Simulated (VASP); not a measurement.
Nb2Te6Mo, 9 atoms in the cell. Symmetry: P-31m, No. 162, trigonal system. Conventional cell: a = 6.268 Å, b = 6.268 Å, c = 7.839 Å, α = 90.00°, β = 90.00°, γ = 120.00°. Within 3.7 Å of Nb (site symmetry 32) lie 6 Te at 2.80 Å and 3 Nb at 3.62 Å and 3 Mo at 3.62 Å. Te (site symmetry m) has 1 Mo at 2.77 Å and 2 Nb at 2.80 Å and 6 Te at 3.57 to 3.64 Å within 3.7 Å. Mo (site symmetry -3m) has 6 Te at 2.77 Å and 6 Nb at 3.62 Å within 3.7 Å. 

- Program: VASP 6.6.1
- Task: single point
- Functional: PBE
- Potentials or basis: VASP PAW PBE potentials, release 64 (Nb_sv, Te, Mo_sv)
- Cutoff: 520 eV
- k mesh: 6 × 6 × 6
- Occupations: gaussian, width 0.1 eV
- Spin: no spin polarisation
- Dipole correction: no
- Further INCAR settings: ALGO = Normal; EDIFF = 1e-07; NBANDS = 48

Potentials or basis: VASP PAW PBE potentials, release 64 (Nb_sv, Te, Mo_sv).

Command:

```bash
$ cat potpaw_PBE.64/Nb_sv/POTCAR potpaw_PBE.64/Te/POTCAR potpaw_PBE.64/Mo_sv/POTCAR > POTCAR
$ mpirun -np 1 vasp_std > vasp.out
```

Hardware: 1 thread of AMD EPYC 9R45 96-Core Processor (Zen 5) (shared host).

Task: Estimate the wall time of this run.

Result: Run time: 6.6 min on 1 thread of AMD EPYC 9R45 96-Core Processor (Zen 5) (shared host), peak memory 0.58 GiB. Counts: scf iterations 19, k points 34.
